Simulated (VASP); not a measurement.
# Co (P-3m1) in VASP: a series of runs

Runs on Co. Level: PBEsol. Tasks: single point.

Program: VASP 6.6.1. These are calculated values, not measurements. Logs are shortened: lines on timing, memory, paths and dates and some standing lists are left out, and cuts for length are marked.

## 1. The cell of the first run

Symmetry: P-3m1, No. 164, trigonal system. Conventional cell: a = 2.487 Å, b = 2.487 Å, c = 4.063 Å, α = 90.00°, β = 90.00°, γ = 120.00°. Co (site symmetry 3m) has 12 Co at 2.42 to 2.55 Å within 3.2 Å.

## 2. Single point, PBEsol

Input file INCAR:

```
PREC = Accurate
ENCUT = 520
EDIFF = 1E-6
ISMEAR = -1
SIGMA = 0.1
LREAL = F
LASPH = T
NELM = 60
ALGO = Normal
ISIF = 2
LWAVE = F
LCHARG = F
GGA = PS
NBANDS = 16
```

Input file KPOINTS:

```
regular mesh
0
Gamma
  13 13 7
```

Input file POSCAR:

```
Co
1.0
    2.4873648700      0.0000000000      0.0000000000
   -1.2436824400      2.1541211700      0.0000000000
    0.0000000000      0.0000000000      4.0632895000
Co
2
Direct
    0.6666666667      0.3333333333      0.2598610000
    0.3333333333      0.6666666667      0.7401390000
```

Potentials or basis: VASP PAW PBE potentials, release 64 (Co).

The run is started by

```bash
cat potpaw_PBE.64/Co/POTCAR > POTCAR
mpirun -np 1 vasp_std > vasp.out
```

OUTCAR:

```text
PREC = Accurate
   ENCUT = 520
   EDIFF = 1E-6
   ISMEAR = -1
   LREAL = F
   LASPH = T
   NELM = 60
   ISIF = 2
   GGA = PS

 ion  position               nearest neighbor table
   1  0.667  0.333  0.260-   2 2.42   2 2.42   2 2.42   2 2.55   2 2.55   2 2.55
   2  0.333  0.667  0.740-   1 2.42   1 2.42   1 2.42   1 2.55   1 2.55   1 2.55

  LATTYP: Found a hexagonal cell.
 ALAT       =     2.4873648700
 C/A-ratio  =     1.6335719576

  Lattice vectors:

 A1 = (   2.4873648700,   0.0000000000,   0.0000000000)
 A2 = (  -1.2436824400,   2.1541211700,   0.0000000000)
 A3 = (   0.0000000000,   0.0000000000,   4.0632895000)

Analysis of symmetry for initial positions (statically):
=====================================================================
 Subroutine PRICEL returns:
 Original cell was already a primitive cell.

 Routine SETGRP: Setting up the symmetry group for a
 hexagonal supercell.

 Subroutine GETGRP returns: Found 12 space group operations
 (whereof 12 operations were pure point group operations)
 out of a pool of 24 trial point group operations.

The static configuration has the point symmetry D_3d.

Analysis of symmetry for dynamics (positions and initial velocities):
=====================================================================
 Subroutine PRICEL returns:
 Original cell was already a primitive cell.

 Routine SETGRP: Setting up the symmetry group for a
 hexagonal supercell.

 Subroutine GETGRP returns: Found 12 space group operations
 (whereof 12 operations were pure point group operations)
 out of a pool of 24 trial point group operations.

The dynamic configuration has the point symmetry D_3d.

 Subroutine INISYM returns: Found 12 space group operations
 (whereof 12 operations are pure point group operations),
 and found     1 'primitive' translations

----------------------------------------------------------------------------------------

                                     Primitive cell

  volume of cell :      21.7715

  direct lattice vectors                    reciprocal lattice vectors
     2.487364870  0.000000000  0.000000000     0.402031890  0.232113220  0.000000000
    -1.243682440  2.154121170  0.000000000     0.000000000  0.464226439  0.000000000
     0.000000000  0.000000000  4.063289500     0.000000000  0.000000000  0.246106018

  length of vectors
     2.487364870  2.487364876  4.063289500     0.464226440  0.464226439  0.246106018

  position of ions in fractional coordinates (direct lattice)
     0.666666667  0.333333333  0.259861000
     0.333333333  0.666666667  0.740139000

  ion indices of the primitive-cell ions
   primitive index   ion index
                 1           1
                 2           2

----------------------------------------------------------------------------------------

 KPOINTS: regular mesh

Automatic generation of k-mesh.
 Grid dimensions read from file:
 generate k-points for:   13   13    7

 Generating k-lattice:

  Cartesian coordinates                     Fractional coordinates (reciprocal lattice)
     0.030925530  0.017854863  0.000000000     0.076923077  0.000000000  0.000000000
     0.000000000  0.035709726  0.000000000     0.000000000  0.076923077  0.000000000
     0.000000000  0.000000000  0.035158003     0.000000000  0.000000000  0.142857143

  Length of vectors
     0.035709726  0.035709726  0.035158003

  Shift w.r.t. Gamma in fractional coordinates (k-lattice)
     0.000000000  0.000000000  0.000000000

 Subroutine IBZKPT returns following result:
 ===========================================

 Found    126 irreducible k-points:

 Following reciprocal coordinates:
            Coordinates               Weight
  0.000000  0.000000  0.000000      1.000000
  0.076923 -0.000000  0.000000      6.000000
  0.153846 -0.000000  0.000000      6.000000
  0.230769 -0.000000  0.000000      6.000000
  0.307692 -0.000000  0.000000      6.000000
  0.384615 -0.000000  0.000000      6.000000
[... 16 lines left out ...]
  0.076923 -0.000000  0.142857      6.000000
  0.000000  0.076923  0.142857      6.000000
 [... further k-points ...]
   k-points           NKPTS =    126   k-points in BZ     NKDIM =    126   number of bands    NBANDS=     16
   number of dos      NEDOS =    301   number of ions     NIONS =      2
   total plane-waves  NPLWV =   9720
   dimension x,y,z NGX =    18 NGY =   18 NGZ =   30
   dimension x,y,z NGXF=    36 NGYF=   36 NGZF=   60
   ions per type =               2
   NGX,Y,Z   is equivalent  to a cutoff of  12.03, 12.03, 12.27 a.u.
   NGXF,Y,Z  is equivalent  to a cutoff of  24.06, 24.06, 24.55 a.u.
 SYSTEM =  unknown system
   PREC   = accura    normal or accurate (medium, high low for compatibility)
   ISTART =      0    job   : 0-new  1-cont  2-samecut
   ICHARG =      2    charge: 1-file 2-atom 10-const
   ISPIN  =      1    spin polarized calculation?
   LNONCOLLINEAR =      F non collinear calculations
   LSORBIT =      F    spin-orbit coupling
   LASPH  =      T    aspherical Exc in radial PAW
   ENCUT  =  520.0 eV  38.22 Ry    6.18 a.u.   4.62  4.62  7.56*2*pi/ulx,y,z
   NELM   =     60;   NELMIN=  2; NELMDL= -5     # of ELM steps
   EDIFF  = 0.1E-05   stopping-criterion for ELM
   LREAL  =      F    real-space projection
   EDIFFG = 0.1E-04   stopping-criterion for IOM
   NSW    =      0    number of steps for IOM
   IBRION =     -1    ionic relax: 0-MD 1-quasi-New 2-CG
   NFREE  =      0    steps in history (QN), initial steepest desc. (CG)
   ISIF   =      2    stress and relaxation
   ISYM   =      2    0-nonsym 1-usesym 2-fastsym
   POTIM  = 0.5000    time-step for ionic-motion
   TEBEG  =    0.0;   TEEND  =   0.0 temperature during run
   PSTRESS=    0.0 pullay stress
   NELECT =      18.0000    total number of electrons
   NUPDOWN=      -1.0000    fix difference up-down
   EMIN   =  10.00;   EMAX   =-10.00  energy-range for DOS
   EFERMI =   0.00;   METHOD = LEGACY
   ISMEAR =    -1;   SIGMA  =   0.10  broadening in eV -4-tet -1-fermi 0-gaus
   EFERMI_NEDOS =   21; number of points for ismear=-14 and -15
   IALGO  =     38    algorithm
   IMIX   =      4    mixing-type and parameters
     AMIX     =   0.40;   BMIX     =  1.00
     AMIX_MAG =   1.60;   BMIX_MAG =  1.00
  volume/ion in A,a.u.               =      10.89        73.46
  Fermi-wavevector in a.u.,A,eV,Ry     =   1.536514  2.903591 32.121660  2.360875
  Thomas-Fermi vector in A             =   2.643152
   LORBIT       =      0    0 simple, 1 ext, 2 COOP (PROOUT), +10 PAW based schemes
   GGA     = PS    functional components
[... 5 lines left out ...]
 non-spin polarized calculation
  energy-cutoff  :      520.00
  volume of cell :       21.77
 maximum number of plane-waves:       597
   NGX =  9   NGY =  9   NGZ = 15

 number of electron      17.9999996 magnetization

 Free energy of the ion-electron system (eV)
  ---------------------------------------------------
  ext. energy  EPLUGINS =         0.00000000
  ---------------------------------------------------
  free energy    TOTEN  =       -15.05102565 eV

  energy without entropy =      -14.86068131  energy(sigma->0) =      -14.95585348

 E-fermi :   9.9321     XC(G=0): -13.5723

 val. band max:        9.9257038200   @ k =   0.0000   0.3077   0.4286
 cond. band min:       9.9340555940   @ k =   0.3077  -0.0000   0.4286
 fundamental gap:      0.0083517740
 Fermi energy:         9.9320759023

 k-point     1 :       0.0000    0.0000    0.0000
  band No.  band energies     occupation
      1       1.0879      2.00000
      2       5.2968      2.00000
      3       8.0880      2.00000
      4       8.1709      2.00000
      5       8.1709      2.00000
      6       8.4671      2.00000
[... 8 lines left out ...]
     15      34.8201      0.00000
     16      34.9135      0.00000

 k-point     2 :       0.0769   -0.0000    0.0000
  band No.  band energies     occupation
      1       1.2967      2.00000
      2       5.4322      2.00000
      3       7.9115      2.00000
      4       8.2720      2.00000
      5       8.3080      2.00000
      6       8.4112      2.00000
[... 8 lines left out ...]
     15      32.6639      0.00000
     16      32.8737      0.00000

 k-point     3 :       0.1538   -0.0000    0.0000
  band No.  band energies     occupation
      1       1.9059      2.00000
      2       5.7847      2.00000
      3       7.6188      2.00000
      4       7.9186      2.00000
      5       8.2485      2.00000
      6       8.5492      2.00000
[... 8 lines left out ...]
     15      30.6239      0.00000
     16      31.7529      0.00000

 k-point     4 :       0.2308   -0.0000    0.0000
  band No.  band energies     occupation
      1       2.8542      2.00000
      2       6.1533      2.00000
      3       7.1460      2.00000
      4       7.4602      2.00000
      5       8.1058      2.00000
      6       8.4632      2.00000
[... 8 lines left out ...]
     15      28.6246      0.00000
     16      30.7317      0.00000

 k-point     5 :       0.3077   -0.0000    0.0000
  band No.  band energies     occupation
      1       3.9976      2.00000
      2       6.2208      2.00000
      3       6.6466      2.00000
      4       7.3999      2.00000
      5       8.1486      2.00000
      6       8.2781      2.00000
[... 8 lines left out ...]
     15      26.9627      0.00000
     16      27.9086      0.00000

 k-point     6 :       0.3846   -0.0000    0.0000
  band No.  band energies     occupation
      1       5.0276      2.00000
      2       6.0498      2.00000
      3       6.3104      2.00000
      4       7.5457      2.00000
      5       8.1313      2.00000
      6       8.2667      2.00000
[... 8 lines left out ...]
     15      25.3212      0.00000
     16      25.7426      0.00000
[... 267 lines left out ...]
 k-point    21 :       0.3077    0.3077    0.0000
  band No.  band energies     occupation
      1       6.3051      2.00000
      2       6.5078      2.00000
      3       6.6700      2.00000
      4       6.8722      2.00000
      5       7.7989      2.00000
      6       7.9407      2.00000
[... 8 lines left out ...]
     15      22.0722      0.00000
     16      24.1424      0.00000

 k-point    22 :       0.0000    0.0000    0.1429
  band No.  band energies     occupation
      1       1.2898      2.00000
      2       5.2045      2.00000
      3       8.0218      2.00000
      4       8.1246      2.00000
      5       8.1246      2.00000
      6       8.4223      2.00000
[... 8 lines left out ...]
     15      33.5472      0.00000
     16      34.6513      0.00000

 k-point    23 :       0.0769   -0.0000    0.1429
  band No.  band energies     occupation
      1       1.4963      2.00000
      2       5.3490      2.00000
      3       7.8964      2.00000
      4       8.1429      2.00000
      5       8.2084      2.00000
      6       8.2786      2.00000
[... 8 lines left out ...]
     15      32.6008      0.00000
     16      33.0662      0.00000

 k-point    24 :       0.0000    0.0769    0.1429
  band No.  band energies     occupation
      1       1.4962      2.00000
      2       5.3497      2.00000
      3       7.8965      2.00000
      4       8.1511      2.00000
      5       8.2225      2.00000
      6       8.3155      2.00000
[... 8 lines left out ...]
     15      32.5772      0.00000
     16      33.0615      0.00000

 [... further k-points ...]
[... 5 lines left out ...]
  --------------------------------------------------------------------------------------
  -------------------------------------------------------------------------------------
  Total       -2.6433035     -2.6433035     -3.0384377      0.0000000      0.0000000     -0.0000000
  in kB     -194.5226722   -194.5226729   -223.6008862      0.0000005      0.0000000     -0.0000000
  external PRESSURE =    -204.2154104 kB  Pullay stress =       0.0000000 kB

 VOLUME and BASIS-vectors are now :
 -----------------------------------------------------------------------------
  energy-cutoff  :      520.00
  volume of cell :       21.77
      direct lattice vectors                 reciprocal lattice vectors
     2.487364870  0.000000000  0.000000000     0.402031890  0.232113220  0.000000000
    -1.243682440  2.154121170  0.000000000     0.000000000  0.464226439  0.000000000
     0.000000000  0.000000000  4.063289500     0.000000000  0.000000000  0.246106018

 POSITION                                       TOTAL-FORCE (eV/Angst)
 -----------------------------------------------------------------------------------
      1.24368      0.71804      1.05589         0.000000      0.000000     -0.507036
     -0.00000      1.43608      3.00740        -0.000000      0.000000      0.507036
 -----------------------------------------------------------------------------------
    total drift:                                0.000000     -0.000000     -0.000000

  FREE ENERGIE OF THE ION-ELECTRON SYSTEM (eV)
  ---------------------------------------------------
  free  energy   TOTEN  =       -15.0510256506 eV

  energy  without entropy=      -14.8606813111  energy(sigma->0) =      -14.95585348
```

It took 16 s on 1 thread of Intel Xeon 6975P-C (Granite Rapids), shared host; peak memory 0.15 GiB.

What came out:

| Quantity | Value |
| --- | --- |
| Free energy | -15.0510 eV |
| Pressure | -20.4 GPa |
| Largest force | 0.507 eV/Å |
| Band gap on the k mesh | zero (band 9 reaches 10.26 eV, above the bottom of band 10 at 8.92 eV) |

Forces on the atoms (eV/Å):
```
Co   0.000  0.000 -0.507
Co   0.000  0.000  0.507
```

Stress tensor (GPa, compression positive):
```
-19.45   0.00   0.00
  0.00 -19.45   0.00
  0.00   0.00 -22.36
```

Levels at points of the mesh, in eV from the Fermi level:
| k point | band 6 | band 7 | band 8 | band 9 | band 10 | band 11 | band 12 | band 13 |
| --- | --- | --- | --- | --- | --- | --- | --- | --- |
| (0.00, 0.00, 0.00) | -1.46 | -1.46 | -0.98 | -0.98 | -0.12 | 0.12 | 0.12 | 6.64 |

Caveat: the PAW data sets were made with another functional, which shifts forces and pressure a little; the run has no spin polarisation, though such a crystal can be magnetic.

(Part 1 of 2 ends here.)
